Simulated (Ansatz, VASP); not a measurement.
Cd2S: VASP beside Ansatz

```
Cd S
1.0
     3.73640    0.00000    0.00000
    -1.86820    3.23582    0.00000
     0.00000    0.00000    6.00031
Cd S
2 1
Direct
  0.66667 0.33333 0.58728
  0.33333 0.66667 0.95919
  0.33333 0.66667 0.33069
```

Alike in both runs: task single point; functional PBEsol; k mesh 12 × 12 × 6; occupations gaussian, width 0.05 eV; no spin polarisation.

```csv
,VASP,Ansatz
version,VASP 6.6.1,Ansatz 0.2.0
potentials or method,"VASP PAW PBE potentials, release 64 (Cd_sv_GW, S), cutoff 540 eV","scalar-relativistic, plane waves, PAW"
valence electrons in the cell,46,46
```

Ansatz gave:

```
gap on the k mesh at the Fermi level (eV)                     : none
pressure (GPa)                                                : 0.6
traceless stress, the component that is largest in VASP (GPa) : 3.39
rms of the force components (eV/Å)                            : 1.260
```

Problem. Which values does VASP return?

Solution. gap on the k mesh at the Fermi level (eV): none; pressure (GPa): -0.8; traceless stress, the component that is largest in VASP (GPa): 3.37; rms of the force components (eV/Å): 1.254.

VASP's potentials were made for PBE, not for PBEsol. Atom by atom the forces differ by 0.008 eV/Å (rms over components). A gap of «none» marks a metal or a gap that the smearing closes.
